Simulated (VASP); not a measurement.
# Hf2Mo (Fd-3m) in VASP: single point with r2SCAN

Aim: the single point of Hf2Mo with r2SCAN.

Program: VASP 6.6.1. These are calculated values, not measurements. Logs are shortened: lines on timing, memory, paths and dates and some standing lists are left out, and cuts for length are marked.

**1. The cell of the first run**

The structure is cubic, space group Fd-3m (No. 227). The conventional cell has a = 7.575 Å, b = 7.575 Å, c = 7.575 Å, α = 90.00°, β = 90.00°, γ = 90.00°. Hf (site symmetry -3m) has 6 Hf at 2.68 Å and 6 Mo at 3.14 Å within 3.5 Å. Within 4.1 Å of Mo (site symmetry -43m) lie 12 Hf at 3.14 Å and 4 Mo at 3.28 Å.

**2. Single point, r2SCAN**

POSCAR reads:

```
Hf2Mo
1.0
    0.0000000000      3.7873325637      3.7873325637
    3.7873325637      0.0000000000      3.7873325637
    3.7873325637      3.7873325637      0.0000000000
Hf Mo
4 2
Direct
    0.6250000000      0.6250000000      0.6250000000
    0.1250000000      0.6250000000      0.6250000000
    0.6250000000      0.6250000000      0.1250000000
    0.6250000000      0.1250000000      0.6250000000
    0.0000000000      0.0000000000      0.0000000000
    0.2500000000      0.2500000000      0.2500000000
```

INCAR.step1 reads:

```
PREC = Accurate
ENCUT = 520
ISMEAR = 0
SIGMA = 0.1
LREAL = F
LASPH = T
NELM = 60
NBANDS = 43
GGA = PE
ALGO = Normal
EDIFF = 1E-4
LWAVE = T
LCHARG = F
```

INCAR.step2 reads:

```
PREC = Accurate
ENCUT = 520
EDIFF = 1E-6
ISMEAR = 0
SIGMA = 0.1
LREAL = F
LASPH = T
NELM = 60
ALGO = Normal
ISIF = 2
LWAVE = F
LCHARG = F
METAGGA = R2SCAN
LMIXTAU = T
NBANDS = 43
ISTART = 1
```

KPOINTS reads:

```
Automatic mesh
0
Gamma
  4 4 4
```

Potentials or basis: VASP PAW PBE potentials, release 64 (Hf_pv, Mo_sv).

The run is started by

```sh
$ cat potpaw_PBE.64/Hf_pv/POTCAR potpaw_PBE.64/Mo_sv/POTCAR > POTCAR
$ cp INCAR.step1 INCAR
$ mpirun -np 1 vasp_std > vasp.out
$ cp INCAR.step2 INCAR
$ mpirun -np 1 vasp_std > vasp.out
```

OUTCAR:

```text
PREC = Accurate
   ENCUT = 520
   EDIFF = 1E-6
   ISMEAR = 0
   LREAL = F
   LASPH = T
   NELM = 60
   ISIF = 2
   METAGGA = R2SCAN
   ISTART = 1

 ion  position               nearest neighbor table
   1  0.625  0.625  0.625-   2 2.68   3 2.68   4 2.68   3 2.68   4 2.68   2 2.68   6 3.14   5 3.14
                             6 3.14   5 3.14   6 3.14   5 3.14
   2  0.125  0.625  0.625-   1 2.68   3 2.68   4 2.68   1 2.68   3 2.68   4 2.68   5 3.14   6 3.14
                             5 3.14   5 3.14   6 3.14   6 3.14
   3  0.625  0.625  0.125-   1 2.68   1 2.68   2 2.68   4 2.68   4 2.68   2 2.68   6 3.14   5 3.14
                             6 3.14   5 3.14   6 3.14   5 3.14
   4  0.625  0.125  0.625-   1 2.68   3 2.68   1 2.68   2 2.68   3 2.68   2 2.68   5 3.14   6 3.14
                             5 3.14   6 3.14   6 3.14   5 3.14
   5  0.000  0.000  0.000-   1 3.14   3 3.14   4 3.14   1 3.14   2 3.14   3 3.14   1 3.14   2 3.14
                             4 3.14   2 3.14   3 3.14   4 3.14   6 3.28   6 3.28   6 3.28   6 3.28
   6  0.250  0.250  0.250-   2 3.14   3 3.14   4 3.14   1 3.14   2 3.14   4 3.14   1 3.14   2 3.14
                             3 3.14   1 3.14   3 3.14   4 3.14   5 3.28   5 3.28   5 3.28   5 3.28

  LATTYP: Found a face centered cubic cell.
 ALAT       =     7.5746651274

  Lattice vectors:

 A1 = (   0.0000000000,   3.7873325637,   3.7873325637)
 A2 = (   3.7873325637,   0.0000000000,   3.7873325637)
 A3 = (   3.7873325637,   3.7873325637,   0.0000000000)

Analysis of symmetry for initial positions (statically):
=====================================================================
 Subroutine PRICEL returns:
 Original cell was already a primitive cell.

 Routine SETGRP: Setting up the symmetry group for a
 face centered cubic supercell.

 Subroutine GETGRP returns: Found 48 space group operations
 (whereof 24 operations were pure point group operations)
 out of a pool of 48 trial point group operations.

The static configuration has the point symmetry T_d .
 The point group associated with its full space group is O_h .

Analysis of symmetry for dynamics (positions and initial velocities):
=====================================================================
 Subroutine PRICEL returns:
 Original cell was already a primitive cell.

 Routine SETGRP: Setting up the symmetry group for a
 face centered cubic supercell.

 Subroutine GETGRP returns: Found 48 space group operations
 (whereof 24 operations were pure point group operations)
 out of a pool of 48 trial point group operations.

The dynamic configuration has the point symmetry T_d .
 The point group associated with its full space group is O_h .

[... 94 lines left out ...]
   NFREE  =      0    steps in history (QN), initial steepest desc. (CG)
   ISIF   =      2    stress and relaxation
   ISYM   =      2    0-nonsym 1-usesym 2-fastsym
   POTIM  = 0.5000    time-step for ionic-motion
   TEBEG  =    0.0;   TEEND  =   0.0 temperature during run
   PSTRESS=    0.0 pullay stress
   NELECT =      68.0000    total number of electrons
   NUPDOWN=      -1.0000    fix difference up-down
   EMIN   =  10.00;   EMAX   =-10.00  energy-range for DOS
   EFERMI =   0.00;   METHOD = LEGACY
   ISMEAR =     0;   SIGMA  =   0.10  broadening in eV -4-tet -1-fermi 0-gaus
   EFERMI_NEDOS =   21; number of points for ismear=-14 and -15
   IALGO  =     38    algorithm
   IMIX   =      4    mixing-type and parameters
     AMIX     =   0.40;   BMIX     =  1.00
     AMIX_MAG =   1.60;   BMIX_MAG =  1.00
  volume/ion in A,a.u.               =      18.11       122.20
  Fermi-wavevector in a.u.,A,eV,Ry     =   1.400343  2.646264 26.680480  1.960960
  Thomas-Fermi vector in A             =   2.523313
   LORBIT       =      0    0 simple, 1 ext, 2 COOP (PROOUT), +10 PAW based schemes
   METAGGA = R2SCAN    functional components
   LHFCALC =     F    Hartree Fock is set to
   AEXX    =    0.0000 exact exchange contribution
   IVDW    =     0    specifies the selected vdW correction
   LEPSILON=     F    determine dielectric tensor
   LRPA    =     F    only Hartree local field effects (RPA)
 non-spin polarized calculation
 Gauss-broadening in eV      SIGMA  =   0.10
  energy-cutoff  :      520.00
  volume of cell :      108.65
 maximum number of plane-waves:      2954
   NGX = 19   NGY = 19   NGZ = 19

 number of electron      67.9999995 magnetization

 Free energy of the ion-electron system (eV)
  ---------------------------------------------------
  ext. energy  EPLUGINS =         0.00000000
  ---------------------------------------------------
  free energy    TOTEN  =      -227.89728350 eV

  energy without entropy =     -227.85146677  energy(sigma->0) =     -227.87437514

 E-fermi :   6.9554     XC(G=0): -13.4096

 val. band max:        6.8812596936   @ k =   0.5000   0.0000   0.0000
 cond. band min:       6.9761472503   @ k =   0.5000   0.2500   0.0000
 fundamental gap:      0.0948875567
 Fermi energy:         6.9553514843

 k-point     1 :       0.0000    0.0000    0.0000
  band No.  band energies     occupation
      1     -55.5067      2.00000
      2     -55.4814      2.00000
      3     -28.8406      2.00000
      4     -28.8406      2.00000
      5     -28.8406      2.00000
      6     -28.7611      2.00000
[... 357 lines left out ...]
     42       9.4607      0.00000
     43      10.6661      0.00000

------------------------ aborting loop because EDIFF is reached ----------------------------------------

  FORCE on cell =-STRESS in cart. coord.  units (eV):
  Direction    XX          YY          ZZ          XY          YZ          ZX
  --------------------------------------------------------------------------------------
  -------------------------------------------------------------------------------------
  Total       10.3402058     10.3402058     10.3402058     -0.0000000     -0.0000000     -0.0000000
  in kB      152.4787928    152.4787928    152.4787928     -0.0000000     -0.0000000     -0.0000000
  external PRESSURE =     152.4787928 kB  Pullay stress =       0.0000000 kB

 VOLUME and BASIS-vectors are now :
 -----------------------------------------------------------------------------
  energy-cutoff  :      520.00
  volume of cell :      108.65
      direct lattice vectors                 reciprocal lattice vectors
     0.000000000  3.787332564  3.787332564    -0.132019038  0.132019038  0.132019038
     3.787332564  0.000000000  3.787332564     0.132019038 -0.132019038  0.132019038
     3.787332564  3.787332564  0.000000000     0.132019038  0.132019038 -0.132019038

 POSITION                                       TOTAL-FORCE (eV/Angst)
 -----------------------------------------------------------------------------------
      4.73417      4.73417      4.73417         0.000000      0.000000      0.000000
      4.73417      2.84050      2.84050         0.000000      0.000000      0.000000
      2.84050      2.84050      4.73417         0.000000      0.000000      0.000000
      2.84050      4.73417      2.84050         0.000000      0.000000      0.000000
      0.00000      0.00000      0.00000         0.000000      0.000000      0.000000
      1.89367      1.89367      1.89367        -0.000000     -0.000000     -0.000000
 -----------------------------------------------------------------------------------
    total drift:                               -0.000000     -0.000000      0.000000

  FREE ENERGIE OF THE ION-ELECTRON SYSTEM (eV)
  ---------------------------------------------------
  free  energy   TOTEN  =      -227.8972835031 eV

  energy  without entropy=     -227.8514667670  energy(sigma->0) =     -227.87437514
```

OUTCAR.step1:

```text
PREC = Accurate
   ENCUT = 520
   ISMEAR = 0
   LREAL = F
[... 593 lines left out ...]
      2.84050      2.84050      4.73417        -0.000000     -0.000000     -0.000000
      2.84050      4.73417      2.84050        -0.000000     -0.000000     -0.000000
      0.00000      0.00000      0.00000         0.000000     -0.000000     -0.000000
      1.89367      1.89367      1.89367        -0.000000      0.000000      0.000000
 -----------------------------------------------------------------------------------
    total drift:                               -0.000000     -0.000000      0.000000

  FREE ENERGIE OF THE ION-ELECTRON SYSTEM (eV)
  ---------------------------------------------------
  free  energy   TOTEN  =       -56.7414200093 eV

  energy  without entropy=      -56.6965974007  energy(sigma->0) =      -56.71900871
```

OSZICAR.step1:

```text
N       E                     dE             d eps       ncg     rms          rms(c)
DAV:   1     0.502896793599E+03    0.50290E+03   -0.38948E+04   696   0.158E+03
DAV:   2    -0.373538950888E+02   -0.54025E+03   -0.52657E+03   768   0.451E+02
DAV:   3    -0.608927217100E+02   -0.23539E+02   -0.22653E+02   928   0.685E+01
DAV:   4    -0.614201146026E+02   -0.52739E+00   -0.51974E+00   824   0.906E+00
DAV:   5    -0.614332121850E+02   -0.13098E-01   -0.13066E-01   824   0.135E+00    0.120E+02
DAV:   6    -0.637528688093E+02   -0.23197E+01   -0.71686E+01   841   0.260E+01    0.333E+01
DAV:   7    -0.683582838343E+02   -0.46054E+01   -0.18571E+02   856   0.365E+01    0.793E+01
DAV:   8    -0.582289854501E+02    0.10129E+02   -0.23856E+01   810   0.214E+01    0.234E+01
DAV:   9    -0.568751204756E+02    0.13539E+01   -0.42276E+00   853   0.718E+00    0.125E+01
DAV:  10    -0.570269410438E+02   -0.15182E+00   -0.19490E-01   770   0.191E+00    0.195E+01
DAV:  11    -0.567407156329E+02    0.28623E+00   -0.14192E+00   820   0.514E+00    0.248E+00
DAV:  12    -0.567439393429E+02   -0.32237E-02   -0.76853E-02   784   0.122E+00    0.185E+00
DAV:  13    -0.567433804120E+02    0.55893E-03   -0.20963E-03   764   0.163E-01    0.170E+00
DAV:  14    -0.567415747348E+02    0.18057E-02   -0.11523E-02   776   0.479E-01    0.410E-01
DAV:  15    -0.567414190839E+02    0.15565E-03   -0.82832E-04   653   0.120E-01    0.911E-02
DAV:  16    -0.567414200093E+02   -0.92538E-06   -0.48655E-05   464   0.280E-02
   1 F= -.56741420E+02 E0= -.56719009E+02  d E =-.448226E-01
```

It took 2 min on 1 thread of Intel Xeon Platinum 8488C (Sapphire Rapids), shared host; peak memory 0.26 GiB.

What came out:

* Free energy: -227.8973 eV
* Pressure: 15.2 GPa
* Band gap on the k mesh: zero (band 34 reaches 7.07 eV, above the bottom of band 35 at 6.66 eV)

Levels at points of the mesh, in eV from the Fermi level:
```tsv
k point	band 30	band 31	band 32	band 33	band 34	band 35	band 36	band 37	band 38	band 39
(0.00, 0.00, 0.00)	-1.23	-0.65	-0.65	-0.29	-0.29	-0.29	1.31	1.31	1.31	1.54
(0.50, 0.00, 0.00)	-1.26	-0.09	-0.09	-0.07	0.11	0.11	0.54	0.54	0.87	1.31
(0.50, 0.50, 0.00)	-1.61	-0.91	-0.91	-0.76	-0.76	0.74	0.74	1.22	1.22	2.03
```

Caveat: the PAW data sets were made with another functional, which shifts forces and pressure a little; spin-orbit coupling is left out, which moves the levels of the heavy elements.
